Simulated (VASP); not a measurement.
# CdF2 (P-3m1) in VASP: notebook, part 2 of 2

VASP 6.6.1. The steps go on from the part before.

**4. Single point, r2SCAN**

This run uses another cell than the first one, of 12.82 Å³/atom, 1.180 times its volume.

Input file POSCAR:

```
CdF2
1.0
    3.4950677846      0.0000000000      0.0000000000
   -1.7475338923      3.0268174895      0.0000000000
    0.0000000000      0.0000000000      3.6346856758
Cd F
1 2
Direct
    0.0000000000      0.0000000000      0.0000000000
    0.3333333333      0.6666666667      0.2601771491
    0.6666666667      0.3333333333      0.7398228509
```

Input file INCAR.step1:

```
SYSTEM = CdF2
  ALGO = Normal
  EDIFF = 1E-4
  ENCUT = 520
  GGA = PE
  ISMEAR = 0
  LASPH = .TRUE.
  LCHARG = .FALSE.
  LREAL = .FALSE.
  LWAVE = .TRUE.
  NBANDS = 20
  NELM = 60
  PREC = Accurate
  SIGMA = 0.01
```

Input file INCAR.step2:

```
SYSTEM = CdF2
  ALGO = Normal
  EDIFF = 1E-6
  ENCUT = 520
  ISIF = 2
  ISMEAR = 0
  ISTART = 1
  LASPH = .TRUE.
  LCHARG = .TRUE.
  LELF = .TRUE.
  LMIXTAU = .TRUE.
  LREAL = .FALSE.
  LVHAR = .TRUE.
  LWAVE = .FALSE.
  METAGGA = R2SCAN
  NBANDS = 20
  NELM = 60
  PREC = Accurate
  SIGMA = 0.01
```

Input file KPOINTS:

```
k-points
0
G
  5 5 3
  0 0 0
```

Potentials or basis: VASP PAW PBE potentials, release 64 (Cd, F).

Command:

```sh
> cat potpaw_PBE.64/Cd/POTCAR potpaw_PBE.64/F/POTCAR > POTCAR
> cp INCAR.step1 INCAR
> mpirun -np 1 vasp_std > vasp.out
> cp INCAR.step2 INCAR
> mpirun -np 1 vasp_std > vasp.out
```

OUTCAR:

```text
SYSTEM = CdF2
   EDIFF = 1E-6
   ENCUT = 520
   ISIF = 2
   ISMEAR = 0
   ISTART = 1
   LASPH = .TRUE.
   LREAL = .FALSE.
   METAGGA = R2SCAN
   NELM = 60
   PREC = Accurate

 ion  position               nearest neighbor table
   1  0.000  0.000  0.000-   2 2.23   3 2.23   3 2.23   2 2.23   3 2.23   2 2.23
   2  0.333  0.667  0.260-   1 2.23   1 2.23   1 2.23
   3  0.667  0.333  0.740-   1 2.23   1 2.23   1 2.23

  LATTYP: Found a hexagonal cell.
 ALAT       =     3.4950677846
 C/A-ratio  =     1.0399471197
[... 455 lines left out ...]

  FORCE on cell =-STRESS in cart. coord.  units (eV):
  Direction    XX          YY          ZZ          XY          YZ          ZX
  --------------------------------------------------------------------------------------
  -------------------------------------------------------------------------------------
  Total        1.6384860      1.6384860      1.3212809     -0.0000000      0.0000000      0.0000000
  in kB       68.2723137     68.2723137     55.0550349     -0.0000000      0.0000000      0.0000000
  external PRESSURE =      63.8665541 kB  Pullay stress =       0.0000000 kB

 VOLUME and BASIS-vectors are now :
 -----------------------------------------------------------------------------
  energy-cutoff  :      520.00
  volume of cell :       38.45
      direct lattice vectors                 reciprocal lattice vectors
     3.495067785  0.000000000  0.000000000     0.286117484  0.165190006  0.000000000
    -1.747533892  3.026817489  0.000000000     0.000000000  0.330380012  0.000000000
     0.000000000  0.000000000  3.634685676     0.000000000  0.000000000  0.275126954

 POSITION                                       TOTAL-FORCE (eV/Angst)
 -----------------------------------------------------------------------------------
      0.00000      0.00000      0.00000        -0.000000      0.000000      0.000000
     -0.00000      2.01788      0.94566         0.000000     -0.000000      0.105496
      1.74753      1.00894      2.68902         0.000000      0.000000     -0.105496
 -----------------------------------------------------------------------------------
    total drift:                                0.000000     -0.000000      0.000000

  FREE ENERGIE OF THE ION-ELECTRON SYSTEM (eV)
  ---------------------------------------------------
  free  energy   TOTEN  =       -33.2372135081 eV

  energy  without entropy=      -33.2372135081  energy(sigma->0) =      -33.23721351
```

OUTCAR.step1:

```text
SYSTEM = CdF2
   EDIFF = 1E-4
   ENCUT = 520
   GGA = PE
   ISMEAR = 0
   LASPH = .TRUE.
   LREAL = .FALSE.
   NELM = 60
[... 485 lines left out ...]
      0.00000      0.00000      0.00000         0.000000      0.000000     -0.000000
     -0.00000      2.01788      0.94566         0.000000      0.000000      0.251257
      1.74753      1.00894      2.68902        -0.000000      0.000000     -0.251257
 -----------------------------------------------------------------------------------
    total drift:                                0.000000     -0.000000      0.000000

  FREE ENERGIE OF THE ION-ELECTRON SYSTEM (eV)
  ---------------------------------------------------
  free  energy   TOTEN  =       -10.4114285242 eV

  energy  without entropy=      -10.4114285242  energy(sigma->0) =      -10.41142852
```

OSZICAR.step1:

```text
N       E                     dE             d eps       ncg     rms          rms(c)
DAV:   1     0.205753688068E+03    0.20575E+03   -0.15590E+04   480   0.133E+03
DAV:   2    -0.291389223000E+01   -0.20867E+03   -0.20077E+03   516   0.349E+02
DAV:   3    -0.121717187643E+02   -0.92578E+01   -0.92277E+01   556   0.811E+01
DAV:   4    -0.122158758953E+02   -0.44157E-01   -0.44154E-01   516   0.575E+00
DAV:   5    -0.122160268926E+02   -0.15100E-03   -0.15100E-03   544   0.302E-01    0.113E+01
DAV:   6    -0.103977153230E+02    0.18183E+01   -0.41222E+00   632   0.388E+01    0.842E+00
DAV:   7    -0.104352321112E+02   -0.37517E-01   -0.94353E-01   504   0.884E+00    0.486E+00
DAV:   8    -0.104217319732E+02    0.13500E-01   -0.16322E-01   524   0.380E+00    0.758E-01
DAV:   9    -0.104107597602E+02    0.10972E-01   -0.42828E-02   608   0.260E+00    0.106E-01
DAV:  10    -0.104113401570E+02   -0.58040E-03   -0.35589E-03   480   0.651E-01    0.130E-01
DAV:  11    -0.104114285242E+02   -0.88367E-04   -0.13991E-04   436   0.123E-01
   1 F= -.10411429E+02 E0= -.10411429E+02  d E =-.350790E-49
```

It took 20 s on 1 thread of Intel Xeon 6975P-C (Granite Rapids), shared host; peak memory 0.16 GiB.

Results:

* Free energy: -33.2372 eV
* Pressure: 6.4 GPa
* Largest force: 0.105 eV/Å
* Band gap on the k mesh: 3.46 eV, indirect (least direct gap 3.85 eV)

Forces on the atoms (eV/Å):
```
Cd   0.000  0.000  0.000
F    0.000  0.000  0.105
F    0.000  0.000 -0.105
```

Stress tensor (GPa, compression positive):
```
6.83 0.00 0.00
0.00 6.83 0.00
0.00 0.00 5.51
```

Caveat: the k points lie up to 0.58 Å⁻¹ apart; the PAW data sets were made with another functional, which shifts forces and pressure a little.

**5. Single point, r2SCAN**

This run uses another cell than the first one, of 14.77 Å³/atom, 1.360 times its volume.

Input file POSCAR:

```
CdF2
1.0
    3.5109418554      0.0000000000      0.0000000000
   -1.7554709277      3.0405648380      0.0000000000
    0.0000000000      0.0000000000      4.1507283235
Cd F
1 2
Direct
    0.0000000000      0.0000000000      0.0000000000
    0.3333333333      0.6666666667      0.2343585359
    0.6666666667      0.3333333333      0.7656414641
```

Input file INCAR.step1:

```
SYSTEM = CdF2
  PREC = Accurate
  ENCUT = 520
  ISMEAR = 0
  SIGMA = 0.01
  LREAL = .False.
  LASPH = .True.
  NELM = 80
  NBANDS = 20
  GGA = PE
  ALGO = Normal
  EDIFF = 1E-4
  LWAVE = .True.
  LCHARG = .False.
```

Input file INCAR.step2:

```
SYSTEM = CdF2
  PREC = Accurate
  ENCUT = 520
  EDIFF = 1E-7
  ISMEAR = 0
  SIGMA = 0.01
  LREAL = .False.
  LASPH = .True.
  NELM = 80
  ALGO = Normal
  ISIF = 2
  LWAVE = .False.
  LCHARG = .False.
  METAGGA = R2SCAN
  LMIXTAU = .True.
  NBANDS = 20
  ISTART = 1
```

Input file KPOINTS:

```
Automatic mesh
0
Gamma
  5 5 3
  0 0 0
```

Command:

```sh
> cat potpaw_PBE.64/Cd/POTCAR potpaw_PBE.64/F/POTCAR > POTCAR
> cp INCAR.step1 INCAR
> mpirun -np 1 vasp_std > vasp.out
> cp INCAR.step2 INCAR
> mpirun -np 1 vasp_std > vasp.out
```

Run time: 26 s. Hardware: 1 thread of Intel Xeon 6975P-C (Granite Rapids), shared host; peak memory 0.16 GiB.

It converged, with:

| Item | Value |
| --- | --- |
| Free energy | -33.3193 eV |
| Pressure | 1.1 GPa |
| Largest force | 0.095 eV/Å |
| Band gap on the k mesh | 3.73 eV, indirect (least direct gap 3.86 eV) |

Forces in eV/Å, atoms in the order of the input:
```
Cd   0.000  0.000  0.000
F    0.000  0.000  0.095
F    0.000  0.000 -0.095
```

Stress tensor (GPa, compression positive):
```
1.41 0.00 0.00
0.00 1.41 0.00
0.00 0.00 0.35
```

Levels at points of the mesh, in eV from the valence-band top:
```tsv
k point	band 10	band 11	band 12	band 13	band 14	band 15	band 16	band 17
(0.00, 0.00, 0.00)	-1.33	-0.57	-0.14	-0.14	3.73	10.45	15.58	15.94
```

Caveat: the k points lie up to 0.50 Å⁻¹ apart; the PAW data sets were made with another functional, which shifts forces and pressure a little. r2SCAN opens gaps a little over a GGA but as a rule still falls short of measured ones.

**6. Relaxation of cell and atoms, r2SCAN**

This run uses another cell than the first one, of 14.99 Å³/atom, 1.381 times its volume.

Input file POSCAR:

```
CdF2
1.0
    3.1900000000      0.0000000000      0.0000000000
   -1.5950000000      2.7626210381      0.0000000000
    0.0000000000      0.0000000000      5.1040000000
Cd F
1 2
Direct
    0.0000000000      0.0000000000      0.0000000000
    0.3333333333      0.6666666667      0.2500000000
    0.6666666667      0.3333333333      0.7500000000
```

Input file INCAR.step1:

```
PREC = Accurate ; ENCUT = 600
ISMEAR = 0 ; SIGMA = 0.01
LREAL = False ; LASPH = True
NELM = 60 ; GGA = PE
ALGO = Normal ; EDIFF = 1E-4
LWAVE = True ; LCHARG = False
```

Input file INCAR.step2:

```
PREC = Accurate ; ENCUT = 600
EDIFF = 1E-6 ; ISMEAR = 0
SIGMA = 0.01 ; LREAL = False
LASPH = True ; NELM = 60
ALGO = Normal ; ISIF = 3
LWAVE = False ; LCHARG = False
METAGGA = R2SCAN ; LMIXTAU = True
IBRION = 2 ; NSW = 80
EDIFFG = -0.02 ; ISTART = 1
```

Input file KPOINTS:

```
Automatic mesh
0
Gamma
  5 5 3
```

Potentials or basis: VASP PAW PBE potentials, release 64 (Cd, F).

Command:

```sh
> cat potpaw_PBE.64/Cd/POTCAR potpaw_PBE.64/F/POTCAR > POTCAR
> cp INCAR.step1 INCAR
> mpirun -np 1 vasp_std > vasp.out
> cp INCAR.step2 INCAR
> mpirun -np 1 vasp_std > vasp.out
```

It took 6.4 min on 1 thread of Intel Xeon 6975P-C (Granite Rapids), shared host; peak memory 0.19 GiB.

It converged, with:

```yaml
Free_energy: -33.3255 eV
Relaxed_volume: 14.65 Å³/atom
Relaxed_cell: a = 3.530 Å, b = 3.530 Å, c = 4.072 Å, α = 90.00°, β = 90.00°, γ = 120.00°
Space_group_after_relaxing_to_0.05_Å: P-3m1 (No. 164)
Energy_gained_by_relaxing: 152.4 meV/atom
Ionic_steps: 18
Pressure_after_relaxing: -0.1 GPa
Largest_force_after_relaxing: 0.008 eV/Å
Band_gap_on_the_k_mesh: 3.65 eV, indirect (least direct gap 3.83 eV)
```

Forces in eV/Å, atoms in the order of the input:
```
Cd   0.000  0.000  0.000
F    0.000  0.000  0.008
F    0.000  0.000 -0.008
```

Stress tensor (GPa, compression positive):
```
-0.17  0.00  0.00
 0.00 -0.17  0.00
 0.00  0.00  0.13
```

Step by step:
```csv
step,energy change (eV),largest force (eV/Å),pressure (GPa),volume (Å³)
1,0.0000,0.5616,4.00,44.98
2,-0.2156,0.7110,-0.57,47.39
3,-0.3068,0.8360,-6.37,51.06
4,-0.3108,0.8188,-5.03,50.14
5,-0.4357,0.1372,-1.10,48.03
6,-0.4437,0.0826,0.31,47.33
7,-0.4453,0.0555,-0.32,47.43
8,-0.4454,0.0462,-0.54,47.47
9,-0.4470,0.0715,-0.36,47.11
10,-0.4495,0.1436,0.17,46.08
11,-0.4512,0.1150,-0.11,45.88
12,-0.4538,0.0310,-0.89,45.29
13,-0.4549,0.0314,-0.71,44.99
14,-0.4569,0.0300,-0.16,44.12
15,-0.4570,0.0298,0.07,43.81
16,-0.4570,0.0288,0.04,43.86
17,-0.4571,0.0244,0.01,43.88
18,-0.4573,0.0084,-0.07,43.94
```

Final structure:
```
Cd F
1.0
     3.52971    0.00000    0.00000
    -1.76486    3.05682    0.00000
     0.00000    0.00000    4.07238
Cd F
1 2
Direct
  0.00000 0.00000 0.00000
  0.33333 0.66667 0.23847
  0.66667 0.33333 0.76153
```

Levels at points of the mesh, in eV from the valence-band top:
```csv
k point,band 9,band 10,band 11,band 12,band 13,band 14,band 15,band 16,band 17
"(0.00, 0.00, 0.00)",-1.29,-1.29,-0.51,-0.18,-0.18,3.65,10.57,15.77,15.94
```

Caveat: the k points lie up to 0.51 Å⁻¹ apart in the final cell; the PAW data sets were made with another functional, which shifts forces and pressure a little.

**7. Summary**

| task | cell | cutoff (eV) | gap on the mesh (eV) | pressure (GPa) | largest force (eV/Å) |
| --- | --- | --- | --- | --- | --- |
| single point | a = 3.477, b = 3.477, c = 3.112 Å, angles 90.0, 90.0, 120.0°, 3 atoms | 520 | 3.27 | 22.1 | 0.12 |
| single point | a = 3.488, b = 3.488, c = 3.397 Å, angles 90.0, 90.0, 120.0°, 3 atoms | 520 | 3.35 | 11.6 | 0.11 |
| single point | a = 3.495, b = 3.495, c = 3.635 Å, angles 90.0, 90.0, 120.0°, 3 atoms | 520 | 3.46 | 6.4 | 0.11 |
| single point | a = 3.511, b = 3.511, c = 4.151 Å, angles 90.0, 90.0, 120.0°, 3 atoms | 520 | 3.73 | 1.1 | 0.09 |
| relaxation of cell and atoms | relaxed from a = 3.190, b = 3.190, c = 5.104 Å, angles 90.0, 90.0, 120.0°, 3 atoms | 600 | 3.65 | -0.1 | 0.01 |

Alike in all rows: level r2SCAN; potentials or basis VASP PAW PBE potentials, release 64 (Cd, F); no spin polarisation; k mesh 5 × 5 × 3; smearing gaussian 0.01 eV.

Caveats: all runs use coarse meshes; the PAW data sets were made with another functional, which shifts forces and pressure a little.

Absolute energies hang on the potentials; compare differences alone.
